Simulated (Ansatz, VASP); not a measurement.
## One calculation of AlN, two programs

INCAR

```
  PREC = Accurate
  ENCUT = 600
  EDIFF = 1E-6
  ISMEAR = 0
  SIGMA = 0.1
  LREAL = F
  LASPH = T
  NELM = 120
  ALGO = Normal
  ISIF = 2
  LWAVE = F
  LCHARG = T
  GGA = PE
  LELF = T
  LVHAR = T
  NBANDS = 11
  GGA_COMPAT = F
```

The input KPOINTS:

```
Automatic mesh
0
Gamma
  8 8 8
```

The input POSCAR:

```
AlN
1.0
    0.0000000000      1.9690000000      1.9690000000
    1.9690000000      0.0000000000      1.9690000000
    1.9690000000      1.9690000000      0.0000000000
Al N
1 1
Direct
    0.0000000000      0.0000000000      0.0000000000
    0.5000000000      0.5000000000      0.5000000000
```

Input for Ansatz:

```yaml
crystal:
  lattice:
    - [0.0, 1.969, 1.969]
    - [1.969, 0.0, 1.969]
    - [1.969, 1.969, 0.0]
  atoms:
    - { symbol: Al, position: [0.0, 0.0, 0.0] }
    - { symbol: "N", position: [0.5, 0.5, 0.5] }
basis:
  ecutwfc: 420
kpoints:
  mp_grid: { grid: [8, 8, 8] }
hamiltonian:
  xc: pbe
scf:
  occupations: { method: gaussian, width: 0.1 }
output:
  forces: true
  stress: true
  eigenvalues: true
```

Alike in both runs: task single point; functional PBE; k mesh 8 × 8 × 8; occupations gaussian, width 0.1 eV; no spin polarisation.

|  | VASP | Ansatz |
| --- | --- | --- |
| version | VASP 6.6.1 | Ansatz 0.2.0 |
| potentials or method | VASP PAW PBE potentials, release 64 (Al, N), cutoff 600 eV | scalar-relativistic, plane waves, PAW |
| valence electrons in the cell | 8 | 8 |

Ansatz gave:

```
gap on the k mesh at the Fermi level (eV) : 5.14
least direct gap on the mesh (eV)         : 6.85
```

Task: Which values does VASP return?

Result: gap on the k mesh at the Fermi level (eV): 5.16; least direct gap on the mesh (eV): 6.87.
